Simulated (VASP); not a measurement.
# ZnS (P4_2/mnm) in VASP: single point with PBE

Aim: the single point of ZnS with PBE.

Program: VASP 6.6.1. These are calculated values, not measurements. Logs are shortened: lines on timing, memory, paths and dates and some standing lists are left out, and cuts for length are marked.

**1. The cell of the first run**

It takes space group P4_2/mnm (No. 136, tetragonal). Conventional cell: a = 6.630 Å, b = 6.630 Å, c = 3.862 Å, α = 90.00°, β = 90.00°, γ = 90.00°. Zn (site symmetry m2m) has 4 S at 2.33 to 2.39 Å within 3.1 Å. S (site symmetry m2m) has 4 Zn at 2.33 to 2.39 Å within 3.1 Å.

**2. Single point, PBE**

INCAR

```
SYSTEM = ZnS
ALGO     = Normal         ! electronic algorithm
EDIFF    = 1E-6           ! SCF threshold, eV
ENCUT    = 500            ! plane-wave cutoff, eV
GGA      = PE             ! functional
GGA_COMPAT= .False.      
ISIF     = 2              ! what is computed and relaxed
ISMEAR   = 0              ! smearing method
LASPH    = .True.         ! aspherical terms in the spheres
LCHARG   = .False.        ! write CHGCAR
LREAL    = .False.        ! projectors in reciprocal space
LWAVE    = .False.        ! write WAVECAR
NBANDS   = 46             ! bands
NELM     = 120            ! most SCF steps
PREC     = Accurate       ! precision mode
SIGMA    = 0.01           ! smearing width, eV
```

KPOINTS

```
k-points
0
Gamma
  4 4 8
  0 0 0
```

POSCAR

```
ZnS
1.0
    6.6302510743      0.0000000000      0.0000000000
    0.0000000000      6.6302510743      0.0000000000
    0.0000000000      0.0000000000      3.8615220085
Zn S
4 4
Direct
    0.6751703855      0.6751703855      0.0000000000
    0.1751703855      0.8248296145      0.5000000000
    0.8248296145      0.1751703855      0.5000000000
    0.3248296145      0.3248296145      0.0000000000
    0.8142903013      0.8142903013      0.5000000000
    0.1857096987      0.1857096987      0.5000000000
    0.6857096987      0.3142903013      0.0000000000
    0.3142903013      0.6857096987      0.0000000000
```

Potentials or basis: VASP PAW PBE potentials, release 64 (Zn, S).

Launch:

```console
cat potpaw_PBE.64/Zn/POTCAR potpaw_PBE.64/S/POTCAR > POTCAR
mpirun -np 1 vasp_std > vasp.out
```

OUTCAR:

```text
SYSTEM = ZnS
   EDIFF = 1E-6
   ENCUT = 500
   GGA = PE
   ISIF = 2
   ISMEAR = 0
   LASPH = .True.
   LREAL = .False.
   NELM = 120
   PREC = Accurate

 ion  position               nearest neighbor table
   1  0.675  0.675  0.000-   5 2.33   5 2.33   8 2.39   7 2.39
   2  0.175  0.825  0.500-   8 2.33   8 2.33   5 2.39   6 2.39
   3  0.825  0.175  0.500-   7 2.33   7 2.33   5 2.39   6 2.39
   4  0.325  0.325  0.000-   6 2.33   6 2.33   8 2.39   7 2.39
   5  0.814  0.814  0.500-   1 2.33   1 2.33   3 2.39   2 2.39
   6  0.186  0.186  0.500-   4 2.33   4 2.33   2 2.39   3 2.39
   7  0.686  0.314  0.000-   3 2.33   3 2.33   4 2.39   1 2.39
   8  0.314  0.686  0.000-   2 2.33   2 2.33   4 2.39   1 2.39

  LATTYP: Found a simple tetragonal cell.
 ALAT       =     6.6302510743
 C/A-ratio  =     0.5824096200

  Lattice vectors:

 A1 = (   6.6302510743,   0.0000000000,   0.0000000000)
 A2 = (   0.0000000000,   6.6302510743,   0.0000000000)
 A3 = (   0.0000000000,   0.0000000000,   3.8615220085)

Analysis of symmetry for initial positions (statically):
=====================================================================
 Subroutine PRICEL returns:
 Original cell was already a primitive cell.

 Routine SETGRP: Setting up the symmetry group for a
 simple tetragonal supercell.

 Subroutine GETGRP returns: Found 16 space group operations
 (whereof  8 operations were pure point group operations)
 out of a pool of 16 trial point group operations.

The static configuration has the point symmetry D_2h.
 The point group associated with its full space group is D_4h.

Analysis of symmetry for dynamics (positions and initial velocities):
=====================================================================
 Subroutine PRICEL returns:
 Original cell was already a primitive cell.

 Routine SETGRP: Setting up the symmetry group for a
 simple tetragonal supercell.

 Subroutine GETGRP returns: Found 16 space group operations
 (whereof  8 operations were pure point group operations)
 out of a pool of 16 trial point group operations.

The dynamic configuration has the point symmetry D_2h.
 The point group associated with its full space group is D_4h.

 Subroutine INISYM returns: Found 16 space group operations
 (whereof  8 operations are pure point group operations),
 and found     1 'primitive' translations

----------------------------------------------------------------------------------------

                                     Primitive cell

  volume of cell :     169.7534

  direct lattice vectors                    reciprocal lattice vectors
     6.630251074  0.000000000  0.000000000     0.150823851  0.000000000  0.000000000
     0.000000000  6.630251074  0.000000000     0.000000000  0.150823851  0.000000000
     0.000000000  0.000000000  3.861522009     0.000000000  0.000000000  0.258965247

  length of vectors
     6.630251074  6.630251074  3.861522009     0.150823851  0.150823851  0.258965247

  position of ions in fractional coordinates (direct lattice)
     0.675170386  0.675170386  0.000000000
     0.175170386  0.824829614  0.500000000
     0.824829614  0.175170386  0.500000000
     0.324829614  0.324829614  0.000000000
     0.814290301  0.814290301  0.500000000
     0.185709699  0.185709699  0.500000000
     0.685709699  0.314290301  0.000000000
     0.314290301  0.685709699  0.000000000

  ion indices of the primitive-cell ions
   primitive index   ion index
                 1           1
                 2           2
                 3           3
                 4           4
                 5           5
                 6           6
                 7           7
                 8           8

----------------------------------------------------------------------------------------

 KPOINTS: k-points

Automatic generation of k-mesh.
 Grid dimensions read from file:
 generate k-points for:    4    4    8

 Generating k-lattice:

  Cartesian coordinates                     Fractional coordinates (reciprocal lattice)
     0.037705963  0.000000000  0.000000000     0.250000000  0.000000000  0.000000000
     0.000000000  0.037705963  0.000000000     0.000000000  0.250000000  0.000000000
     0.000000000  0.000000000  0.032370656     0.000000000  0.000000000  0.125000000

  Length of vectors
     0.037705963  0.037705963  0.032370656

  Shift w.r.t. Gamma in fractional coordinates (k-lattice)
     0.000000000  0.000000000  0.000000000

 Subroutine IBZKPT returns following result:
 ===========================================

 Found     30 irreducible k-points:

 Following reciprocal coordinates:
            Coordinates               Weight
  0.000000  0.000000  0.000000      1.000000
  0.250000  0.000000  0.000000      4.000000
  0.500000  0.000000  0.000000      2.000000
  0.250000  0.250000  0.000000      4.000000
  0.500000  0.250000  0.000000      4.000000
  0.500000  0.500000  0.000000      1.000000
[... 16 lines left out ...]
  0.500000  0.250000  0.375000      8.000000
  0.500000  0.500000  0.375000      2.000000
 [... further k-points ...]
   k-points           NKPTS =     30   k-points in BZ     NKDIM =     30   number of bands    NBANDS=     46
   number of dos      NEDOS =    301   number of ions     NIONS =      8
   total plane-waves  NPLWV =  64512
   dimension x,y,z NGX =    48 NGY =   48 NGZ =   28
   dimension x,y,z NGXF=    96 NGYF=   96 NGZF=   56
   ions per type =               4   4
   NGX,Y,Z   is equivalent  to a cutoff of  12.04, 12.04, 12.05 a.u.
   NGXF,Y,Z  is equivalent  to a cutoff of  24.07, 24.07, 24.11 a.u.
 SYSTEM =  ZnS
   PREC   = accura    normal or accurate (medium, high low for compatibility)
   ISTART =      0    job   : 0-new  1-cont  2-samecut
   ICHARG =      2    charge: 1-file 2-atom 10-const
   ISPIN  =      1    spin polarized calculation?
   LNONCOLLINEAR =      F non collinear calculations
   LSORBIT =      F    spin-orbit coupling
   LASPH  =      T    aspherical Exc in radial PAW
   ENCUT  =  500.0 eV  36.75 Ry    6.06 a.u.  12.09 12.09  7.04*2*pi/ulx,y,z
   NELM   =    120;   NELMIN=  2; NELMDL= -5     # of ELM steps
   EDIFF  = 0.1E-05   stopping-criterion for ELM
   LREAL  =      F    real-space projection
   EDIFFG = 0.1E-04   stopping-criterion for IOM
   NSW    =      0    number of steps for IOM
   IBRION =     -1    ionic relax: 0-MD 1-quasi-New 2-CG
   NFREE  =      0    steps in history (QN), initial steepest desc. (CG)
   ISIF   =      2    stress and relaxation
   ISYM   =      2    0-nonsym 1-usesym 2-fastsym
   POTIM  = 0.5000    time-step for ionic-motion
   TEBEG  =    0.0;   TEEND  =   0.0 temperature during run
   PSTRESS=    0.0 pullay stress
   NELECT =      72.0000    total number of electrons
   NUPDOWN=      -1.0000    fix difference up-down
   EMIN   =  10.00;   EMAX   =-10.00  energy-range for DOS
   EFERMI =   0.00;   METHOD = LEGACY
   ISMEAR =     0;   SIGMA  =   0.01  broadening in eV -4-tet -1-fermi 0-gaus
   EFERMI_NEDOS =   21; number of points for ismear=-14 and -15
   IALGO  =     38    algorithm
   IMIX   =      4    mixing-type and parameters
     AMIX     =   0.40;   BMIX     =  1.00
     AMIX_MAG =   1.60;   BMIX_MAG =  1.00
  volume/ion in A,a.u.               =      21.22       143.19
  Fermi-wavevector in a.u.,A,eV,Ry     =   1.230022  2.324404 20.584987  1.512954
  Thomas-Fermi vector in A             =   2.364887
   LORBIT       =      0    0 simple, 1 ext, 2 COOP (PROOUT), +10 PAW based schemes
   GGA     = PE    functional components
   LHFCALC =     F    Hartree Fock is set to
   AEXX    =    0.0000 exact exchange contribution
   IVDW    =     0    specifies the selected vdW correction
   LEPSILON=     F    determine dielectric tensor
   LRPA    =     F    only Hartree local field effects (RPA)
 non-spin polarized calculation
 Gauss-broadening in eV      SIGMA  =   0.01
  energy-cutoff  :      500.00
  volume of cell :      169.75
 maximum number of plane-waves:      4336
   NGX = 25   NGY = 25   NGZ = 15

 number of electron      71.9999911 magnetization

 Free energy of the ion-electron system (eV)
  ---------------------------------------------------
  ext. energy  EPLUGINS =         0.00000000
  ---------------------------------------------------
  free energy    TOTEN  =       -27.08178588 eV

  energy without entropy =      -27.08178588  energy(sigma->0) =      -27.08178588

 E-fermi :   1.5237     XC(G=0):  -9.2068

 val. band max:        1.4553677105   @ k =   0.0000   0.0000   0.0000
 cond. band min:       3.6270929365   @ k =   0.0000   0.0000   0.0000
 fundamental gap:      2.1717252261
 Fermi energy:         1.5237361164

 k-point     1 :       0.0000    0.0000    0.0000
  band No.  band energies     occupation
      1     -11.4007      2.00000
      2     -10.5345      2.00000
      3     -10.5345      2.00000
      4     -10.3577      2.00000
      5      -4.8278      2.00000
      6      -4.7949      2.00000
[... 38 lines left out ...]
     45       8.4628      0.00000
     46       9.1272      0.00000

 k-point     2 :       0.2500    0.0000    0.0000
  band No.  band energies     occupation
      1     -11.3053      2.00000
      2     -10.7308      2.00000
      3     -10.4878      2.00000
      4     -10.3257      2.00000
      5      -4.8289      2.00000
      6      -4.7728      2.00000
[... 38 lines left out ...]
     45       8.4395      0.00000
     46       8.5430      0.00000

 k-point     3 :       0.5000    0.0000    0.0000
  band No.  band energies     occupation
      1     -11.0501      2.00000
      2     -11.0501      2.00000
      3     -10.3857      2.00000
      4     -10.3857      2.00000
      5      -4.8147      2.00000
      6      -4.8147      2.00000
[... 1018 lines left out ...]
     45       8.4995      0.00000
     46       8.4995      0.00000

 k-point    24 :       0.5000    0.5000    0.3750
  band No.  band energies     occupation
      1     -10.6100      2.00000
      2     -10.6100      2.00000
      3     -10.2912      2.00000
      4     -10.2912      2.00000
      5      -4.6981      2.00000
      6      -4.6981      2.00000
[... 38 lines left out ...]
     45       9.2093      0.00000
     46       9.2094      0.00000

 [... further k-points ...]

------------------------ aborting loop because EDIFF is reached ----------------------------------------

  FORCE on cell =-STRESS in cart. coord.  units (eV):
  Direction    XX          YY          ZZ          XY          YZ          ZX
  --------------------------------------------------------------------------------------
  -------------------------------------------------------------------------------------
  Total        0.1333002      0.1333002      0.1488335      0.0000000      0.0000000      0.0000000
  in kB        1.2581226      1.2581226      1.4047300      0.0000000      0.0000000      0.0000000
  external PRESSURE =       1.3069917 kB  Pullay stress =       0.0000000 kB

 VOLUME and BASIS-vectors are now :
 -----------------------------------------------------------------------------
  energy-cutoff  :      500.00
  volume of cell :      169.75
      direct lattice vectors                 reciprocal lattice vectors
     6.630251074  0.000000000  0.000000000     0.150823851  0.000000000  0.000000000
     0.000000000  6.630251074  0.000000000     0.000000000  0.150823851  0.000000000
     0.000000000  0.000000000  3.861522009     0.000000000  0.000000000  0.258965247

 POSITION                                       TOTAL-FORCE (eV/Angst)
 -----------------------------------------------------------------------------------
      4.47655      4.47655      0.00000        -0.001610     -0.001610      0.000000
      1.16142      5.46883      1.93076        -0.001610      0.001610     -0.000000
      5.46883      1.16142      1.93076         0.001610     -0.001610      0.000000
      2.15370      2.15370      0.00000         0.001610      0.001610     -0.000000
      5.39895      5.39895      1.93076        -0.002065     -0.002065      0.000000
      1.23130      1.23130      1.93076         0.002065      0.002065      0.000000
      4.54643      2.08382      0.00000         0.002065     -0.002065      0.000000
      2.08382      4.54643      0.00000        -0.002065      0.002065      0.000000
 -----------------------------------------------------------------------------------
    total drift:                                0.000000     -0.000000      0.000000

  FREE ENERGIE OF THE ION-ELECTRON SYSTEM (eV)
  ---------------------------------------------------
  free  energy   TOTEN  =       -27.0817858839 eV

  energy  without entropy=      -27.0817858839  energy(sigma->0) =      -27.08178588
```

Wall time 4.6 min (1 thread of Oxide Virtual Turin-like, shared host); peak memory 0.3 GiB.

Results:

```
Free energy            : -27.0818 eV
Pressure               : 0.1 GPa
Band gap on the k mesh : 2.17 eV
```

Forces on the atoms (eV/Å):
```
Zn  -0.002 -0.002  0.000
Zn  -0.002  0.002  0.000
Zn   0.002 -0.002  0.000
Zn   0.002  0.002  0.000
S   -0.002 -0.002  0.000
S    0.002  0.002  0.000
S    0.002 -0.002  0.000
S   -0.002  0.002  0.000
```

Levels at points of the mesh, in eV from the valence-band top:
```
           k point  band 32  band 33  band 34  band 35  band 36  band 37  band 38  band 39  band 40  band 41
(0.00, 0.00, 0.00)    -0.83    -0.21    -0.01     0.00     0.00     2.17     3.55     3.55     3.58     5.78
(0.50, 0.00, 0.00)    -1.51    -0.50    -0.50    -0.43    -0.43     3.55     3.55     4.01     4.01     5.46
(0.50, 0.50, 0.00)    -1.15    -0.93    -0.93    -0.86    -0.86     3.92     3.92     4.42     4.42     5.02
(0.00, 0.00, 0.50)    -1.78    -1.59    -1.59    -1.41    -1.41     4.54     4.54     5.26     5.26     6.07
(0.50, 0.00, 0.50)    -1.92    -1.45    -1.45    -0.87    -0.87     3.92     3.92     4.54     4.54     5.50
(0.50, 0.50, 0.50)    -1.32    -1.24    -1.24    -1.13    -1.13     3.24     3.24     4.30     4.30     4.58
```
